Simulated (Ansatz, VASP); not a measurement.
ZnCu in VASP and in Ansatz

```
CELL_PARAMETERS angstrom
2.92055 0.00000 0.00000
0.00000 2.92055 0.00000
0.00000 0.00000 2.92055
ATOMIC_POSITIONS crystal
Zn 0.50000 0.50000 0.50000
Cu 0.00000 0.00000 0.00000
```

Alike in both runs: task electric field gradients; functional r2SCAN; k mesh 12 × 12 × 12; occupations fermi-dirac, width 0.05 eV; no spin polarisation.

|  | VASP | Ansatz |
| --- | --- | --- |
| version | VASP 6.6.1 | Ansatz 0.2.0 |
| potentials or method | VASP PAW PBE potentials, release 64 (Zn, Cu), cutoff 520 eV | all-electron PAW with datasets made for the crystal, scalar-relativistic |

VASP gave:

* pressure (GPa): 0.6

Q: Estimate Ansatz's values.

A: Pressure (GPa): -0.1.

VASP's potentials were made for PBE, not for r2SCAN. Ansatz ran all-electron here, and VASP with PAW potentials.
